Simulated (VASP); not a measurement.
Co, 2 atoms in the cell. Symmetry: P6_3/mmc, No. 194, hexagonal system. Conventional cell: a = 2.507 Å, b = 2.507 Å, c = 4.070 Å, α = 90.00°, β = 90.00°, γ = 120.00°. Within 3.3 Å of Co (site symmetry -6m2) lie 12 Co at 2.50 to 2.51 Å. 

| Item | Value |
| --- | --- |
| Program | VASP 6.6.1 |
| Task | single point |
| Functional | PBEsol |
| Potentials or basis | VASP PAW PBE potentials, release 64 (Co) |
| Cutoff | 520 eV |
| k mesh | 15 × 15 × 8 |
| Occupations | gaussian, width 0.05 eV |
| Spin | collinear spin, ferromagnetic start |
| Starting moments | [3.0, 3.0] μB |
| Dipole correction | no |
| Further INCAR settings | ALGO = Fast; EDIFF = 1e-07; NBANDS = 20 |

Potentials or basis: VASP PAW PBE potentials, release 64 (Co).

Launch:

```sh
$ cat potpaw_PBE.64/Co/POTCAR > POTCAR
$ mpirun -np 1 vasp_std > vasp.out
```

Hardware: 1 thread of AMD EPYC 9R45 96-Core Processor (Zen 5), on a shared host.

Question: How long does it take, and how much memory?

Answer: Wall time 86 s on 1 thread of AMD EPYC 9R45 96-Core Processor (Zen 5) (shared host), peak memory 0.17 GiB. Counts: scf iterations 16, k points 135.
